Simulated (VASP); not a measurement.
# ZnO (P6_3mc) in VASP: single point with PBE

Aim: the single point of ZnO with PBE.

All numbers are computed with VASP 6.6.1; they aren't measurements. Logs are shortened: lines on timing, memory, paths and dates and some standing lists are left out, and cuts for length are marked.

**What was measured.**

From “Electronic structure of alkaline earth and post-transition metal oxides”, 2009, arxiv:0908.1581, for a bulk crystal of ZnO: band gap 3.37 eV.

The results are compared with them further down.

## 1. The cell of the first run

Symmetry: P6_3mc, No. 186, hexagonal system. Conventional cell: a = 3.301 Å, b = 3.301 Å, c = 5.289 Å, α = 90.00°, β = 90.00°, γ = 120.00°. Zn (site symmetry 3m) has 4 O at 2.00 to 2.01 Å within 2.7 Å. O (site symmetry 3m) has 4 Zn at 2.00 to 2.01 Å within 2.7 Å.

## 2. Single point, PBE

File INCAR:

```
  PREC = Accurate
  ENCUT = 520
  EDIFF = 1E-7
  ISMEAR = -1
  SIGMA = 0.1
  LREAL = F
  LASPH = T
  NELM = 100
  ALGO = Normal
  ISIF = 2
  LWAVE = F
  LCHARG = T
  GGA = PE
  LELF = T
  LVHAR = T
  NBANDS = 26
```

File KPOINTS:

```
Automatic mesh
0
Gamma
  9 9 5
```

File POSCAR:

```
ZnO
1.0
    1.6505650000      2.8588480000      0.0000000000
   -1.6505540000      2.8588480000      0.0000000000
    0.0000000000      0.0000000000      5.2887130000
Zn O
2 2
Direct
    0.3333300000      0.3333400000      0.5000000000
    0.6666700000      0.6666600000      0.0000000000
    0.6666700000      0.6666600000      0.3790100000
    0.3333300000      0.3333400000      0.8790100000
```

Potentials or basis: VASP PAW PBE potentials, release 64 (Zn, O).

The run is started by

```bash
$ cat potpaw_PBE.64/Zn/POTCAR potpaw_PBE.64/O/POTCAR > POTCAR
$ mpirun -np 1 vasp_std > vasp.out
```

OUTCAR:

```text
PREC = Accurate
   ENCUT = 520
   EDIFF = 1E-7
   ISMEAR = -1
   LREAL = F
   LASPH = T
   NELM = 100
   ISIF = 2
   GGA = PE

 ion  position               nearest neighbor table
   1  0.333  0.333  0.500-   4 2.00   3 2.01   3 2.01   3 2.01
   2  0.667  0.667  0.000-   3 2.00   4 2.01   4 2.01   4 2.01
   3  0.667  0.667  0.379-   2 2.00   1 2.01   1 2.01   1 2.01
   4  0.333  0.333  0.879-   1 2.00   2 2.01   2 2.01   2 2.01

  LATTYP: Found a hexagonal cell.
 ALAT       =     3.3011119936
 C/A-ratio  =     1.6021004469

  Lattice vectors:

 A1 = (   1.6505540000,  -2.8588480000,   0.0000000000)
 A2 = (   1.6505650000,   2.8588480000,   0.0000000000)
 A3 = (   0.0000000000,   0.0000000000,   5.2887130000)

Analysis of symmetry for initial positions (statically):
=====================================================================
 Subroutine PRICEL returns:
 Original cell was already a primitive cell.

 Routine SETGRP: Setting up the symmetry group for a
 hexagonal supercell.

 Subroutine GETGRP returns: Found  4 space group operations
 (whereof  2 operations were pure point group operations)
 out of a pool of 24 trial point group operations.

The static configuration has the point symmetry C_1h.
 The point group associated with its full space group is C_2v.

Analysis of symmetry for dynamics (positions and initial velocities):
=====================================================================
 Subroutine PRICEL returns:
 Original cell was already a primitive cell.

 Routine SETGRP: Setting up the symmetry group for a
 hexagonal supercell.

 Subroutine GETGRP returns: Found  4 space group operations
 (whereof  2 operations were pure point group operations)
 out of a pool of 24 trial point group operations.

The dynamic configuration has the point symmetry C_1h.
 The point group associated with its full space group is C_2v.

 Subroutine INISYM returns: Found  4 space group operations
 (whereof  2 operations are pure point group operations),
 and found     1 'primitive' translations

----------------------------------------------------------------------------------------

                                     Primitive cell

  volume of cell :      49.9117

  direct lattice vectors                    reciprocal lattice vectors
     1.650565000  2.858848000  0.000000000     0.302927583  0.174895040  0.000000000
    -1.650554000  2.858848000  0.000000000    -0.302927583  0.174896205  0.000000000
     0.000000000  0.000000000  5.288713000     0.000000000  0.000000000  0.189081918

  length of vectors
     3.301117494  3.301111994  5.288713000     0.349790502  0.349791085  0.189081918

  position of ions in fractional coordinates (direct lattice)
     0.333330000  0.333340000  0.500000000
     0.666670000  0.666660000  0.000000000
     0.666670000  0.666660000  0.379010000
     0.333330000  0.333340000  0.879010000

  ion indices of the primitive-cell ions
   primitive index   ion index
                 1           1
                 2           2
                 3           3
                 4           4

----------------------------------------------------------------------------------------

 KPOINTS: Automatic mesh

Automatic generation of k-mesh.
 Grid dimensions read from file:
 generate k-points for:    9    9    5

 Generating k-lattice:

  Cartesian coordinates                     Fractional coordinates (reciprocal lattice)
     0.033658620  0.019432782  0.000000000     0.111111111 -0.000000000  0.000000000
    -0.033658620  0.019432912  0.000000000     0.000000000  0.111111111  0.000000000
     0.000000000  0.000000000  0.037816384     0.000000000  0.000000000  0.200000000

  Length of vectors
     0.038865611  0.038865676  0.037816384

  Shift w.r.t. Gamma in fractional coordinates (k-lattice)
     0.000000000  0.000000000  0.000000000

 Subroutine IBZKPT returns following result:
 ===========================================

 Found     75 irreducible k-points:

 Following reciprocal coordinates:
            Coordinates               Weight
  0.000000  0.000000  0.000000      1.000000
  0.111111 -0.000000  0.000000      4.000000
 -0.000000  0.111111  0.000000      2.000000
  0.222222 -0.000000  0.000000      4.000000
  0.000000  0.222222  0.000000      2.000000
  0.333333 -0.000000  0.000000      4.000000
[... 16 lines left out ...]
  0.333333 -0.444444  0.000000      4.000000
 -0.222222  0.333333  0.000000      4.000000
 [... further k-points ...]
   k-points           NKPTS =     75   k-points in BZ     NKDIM =     75   number of bands    NBANDS=     26
   number of dos      NEDOS =    301   number of ions     NIONS =      4
   total plane-waves  NPLWV =  31360
   dimension x,y,z NGX =    28 NGY =   28 NGZ =   40
   dimension x,y,z NGXF=    56 NGYF=   56 NGZF=   80
   ions per type =               2   2
   NGX,Y,Z   is equivalent  to a cutoff of  14.10, 14.10, 12.57 a.u.
   NGXF,Y,Z  is equivalent  to a cutoff of  28.20, 28.20, 25.15 a.u.
 SYSTEM =  unknown system
   PREC   = accura    normal or accurate (medium, high low for compatibility)
   ISTART =      0    job   : 0-new  1-cont  2-samecut
   ICHARG =      2    charge: 1-file 2-atom 10-const
   ISPIN  =      1    spin polarized calculation?
   LNONCOLLINEAR =      F non collinear calculations
   LSORBIT =      F    spin-orbit coupling
   LASPH  =      T    aspherical Exc in radial PAW
   ENCUT  =  520.0 eV  38.22 Ry    6.18 a.u.   6.14  6.14  9.83*2*pi/ulx,y,z
   NELM   =    100;   NELMIN=  2; NELMDL= -5     # of ELM steps
   EDIFF  = 0.1E-06   stopping-criterion for ELM
   LREAL  =      F    real-space projection
   EDIFFG = 0.1E-05   stopping-criterion for IOM
   NSW    =      0    number of steps for IOM
   IBRION =     -1    ionic relax: 0-MD 1-quasi-New 2-CG
   NFREE  =      0    steps in history (QN), initial steepest desc. (CG)
   ISIF   =      2    stress and relaxation
   ISYM   =      2    0-nonsym 1-usesym 2-fastsym
   POTIM  = 0.5000    time-step for ionic-motion
   TEBEG  =    0.0;   TEEND  =   0.0 temperature during run
   PSTRESS=    0.0 pullay stress
   NELECT =      36.0000    total number of electrons
   NUPDOWN=      -1.0000    fix difference up-down
   EMIN   =  10.00;   EMAX   =-10.00  energy-range for DOS
   EFERMI =   0.00;   METHOD = LEGACY
   ISMEAR =    -1;   SIGMA  =   0.10  broadening in eV -4-tet -1-fermi 0-gaus
   EFERMI_NEDOS =   21; number of points for ismear=-14 and -15
   IALGO  =     38    algorithm
   IMIX   =      4    mixing-type and parameters
     AMIX     =   0.40;   BMIX     =  1.00
     AMIX_MAG =   1.60;   BMIX_MAG =  1.00
  volume/ion in A,a.u.               =      12.48        84.21
  Fermi-wavevector in a.u.,A,eV,Ry     =   1.468165  2.774430 29.327480  2.155509
  Thomas-Fermi vector in A             =   2.583696
   LORBIT       =      0    0 simple, 1 ext, 2 COOP (PROOUT), +10 PAW based schemes
   GGA     = PE    functional components
   LHFCALC =     F    Hartree Fock is set to
   AEXX    =    0.0000 exact exchange contribution
   IVDW    =     0    specifies the selected vdW correction
   LEPSILON=     F    determine dielectric tensor
   LRPA    =     F    only Hartree local field effects (RPA)
 non-spin polarized calculation
  energy-cutoff  :      520.00
  volume of cell :       49.91
 maximum number of plane-waves:      1362
 NGX is ok and might be reduce to    28
   NGX = 13   NGY = 13   NGZ = 19

 number of electron      36.0000022 magnetization

 Free energy of the ion-electron system (eV)
  ---------------------------------------------------
  ext. energy  EPLUGINS =         0.00000000
  ---------------------------------------------------
  free energy    TOTEN  =       -17.86051936 eV

  energy without entropy =      -17.85997179  energy(sigma->0) =      -17.86024557

 E-fermi :   1.2838     XC(G=0): -10.6608

 val. band max:        0.7821382159   @ k =   0.0000   0.0000   0.0000
 cond. band min:       1.5011006042   @ k =   0.0000   0.0000   0.0000
 fundamental gap:      0.7189623883
 Fermi energy:         1.2838492215

 k-point     1 :       0.0000    0.0000    0.0000
  band No.  band energies     occupation
      1     -16.9356      2.00000
      2     -16.2748      2.00000
      3      -4.6904      2.00000
      4      -4.6903      2.00000
      5      -4.6568      2.00000
      6      -4.5080      2.00000
[... 18 lines left out ...]
     25      14.5877      0.00000
     26      14.5993      0.00000

 k-point     2 :       0.1111   -0.0000    0.0000
  band No.  band energies     occupation
      1     -16.8747      2.00000
      2     -16.2487      2.00000
      3      -4.7543      2.00000
      4      -4.6548      2.00000
      5      -4.6182      2.00000
      6      -4.5160      2.00000
[... 18 lines left out ...]
     25      14.7154      0.00000
     26      14.7309      0.00000

 k-point     3 :      -0.0000    0.1111    0.0000
  band No.  band energies     occupation
      1     -16.8747      2.00000
      2     -16.2487      2.00000
      3      -4.7543      2.00000
      4      -4.6549      2.00000
      5      -4.6182      2.00000
      6      -4.5159      2.00000
[... 18 lines left out ...]
     25      14.7156      0.00000
     26      14.7309      0.00000

 k-point     4 :       0.2222   -0.0000    0.0000
  band No.  band energies     occupation
      1     -16.7124      2.00000
      2     -16.1863      2.00000
      3      -4.8746      2.00000
      4      -4.5904      2.00000
      5      -4.5724      2.00000
      6      -4.4629      2.00000
[... 18 lines left out ...]
     25      14.0774      0.00000
     26      14.6950      0.00000
[... 496 lines left out ...]
      1     -16.2655      2.00000
      2     -16.1205      2.00000
      3      -4.7345      2.00000
      4      -4.4835      2.00000
      5      -4.2649      2.00000
      6      -4.2556      2.00000
[... 18 lines left out ...]
     25      12.7426      0.00000
     26      14.2098      0.00000

 k-point    23 :       0.3333   -0.4444    0.0000
  band No.  band energies     occupation
      1     -16.2655      2.00000
      2     -16.1204      2.00000
      3      -4.7345      2.00000
      4      -4.4834      2.00000
      5      -4.2649      2.00000
      6      -4.2557      2.00000
[... 18 lines left out ...]
     25      12.7424      0.00000
     26      14.2100      0.00000

 k-point    24 :      -0.2222    0.3333    0.0000
  band No.  band energies     occupation
      1     -16.2655      2.00000
      2     -16.1204      2.00000
      3      -4.7344      2.00000
      4      -4.4835      2.00000
      5      -4.2649      2.00000
      6      -4.2557      2.00000
[... 18 lines left out ...]
     25      12.7425      0.00000
     26      14.2099      0.00000

 [... further k-points ...]
[... 5 lines left out ...]
  --------------------------------------------------------------------------------------
  -------------------------------------------------------------------------------------
  Total       -0.3723651     -0.3718955      0.1041262      0.0004049      0.0000000      0.0000000
  in kB      -11.9530115    -11.9379376      3.3424780      0.0129959      0.0000000      0.0000000
  external PRESSURE =      -6.8494904 kB  Pullay stress =       0.0000000 kB

 VOLUME and BASIS-vectors are now :
 -----------------------------------------------------------------------------
  energy-cutoff  :      520.00
  volume of cell :       49.91
      direct lattice vectors                 reciprocal lattice vectors
     1.650565000  2.858848000  0.000000000     0.302927583  0.174895040  0.000000000
    -1.650554000  2.858848000  0.000000000    -0.302927583  0.174896205  0.000000000
     0.000000000  0.000000000  5.288713000     0.000000000  0.000000000  0.189081918

 POSITION                                       TOTAL-FORCE (eV/Angst)
 -----------------------------------------------------------------------------------
     -0.00001      1.90591      2.64436         0.000200     -0.000115     -0.057560
      0.00002      3.81179      0.00000        -0.000200      0.000115     -0.057560
      0.00002      3.81179      2.00448        -0.000222      0.000128      0.057560
     -0.00001      1.90591      4.64883         0.000222     -0.000128      0.057560
 -----------------------------------------------------------------------------------
    total drift:                               -0.000000     -0.000000     -0.000741

  FREE ENERGIE OF THE ION-ELECTRON SYSTEM (eV)
  ---------------------------------------------------
  free  energy   TOTEN  =       -17.8605193564 eV

  energy  without entropy=      -17.8599717860  energy(sigma->0) =      -17.86024557
```

Wall time 87 s (1 thread of Intel Xeon Platinum 8488C (Sapphire Rapids), shared host); peak memory 0.22 GiB.

What came out:

* Free energy: -17.8605 eV
* Pressure: -0.7 GPa
* Largest force: 0.058 eV/Å
* Band gap on the k mesh: 0.72 eV, direct

Forces in eV/Å, atoms in the order of the input:
```
Zn   0.000  0.000 -0.058
Zn   0.000  0.000 -0.058
O    0.000  0.000  0.058
O    0.000  0.000  0.058
```

Stress tensor (GPa, compression positive):
```
-1.20  0.00  0.00
 0.00 -1.19  0.00
 0.00  0.00  0.33
```

## 3. Comparison with measurements

Step 2. Against the measured gap of ZnO, 3.37 eV (quoted in “Electronic structure of alkaline earth and post-transition metal oxides”, 2009, arxiv:0908.1581), the calculated 0.72 eV is off by -2.65 eV. So large a miss can be the level of theory's own, or it may mean another phase, state or a wrong row. The value is that of PBE, without temperature or zero-point motion. Semilocal functionals fall short of measured gaps as a rule.
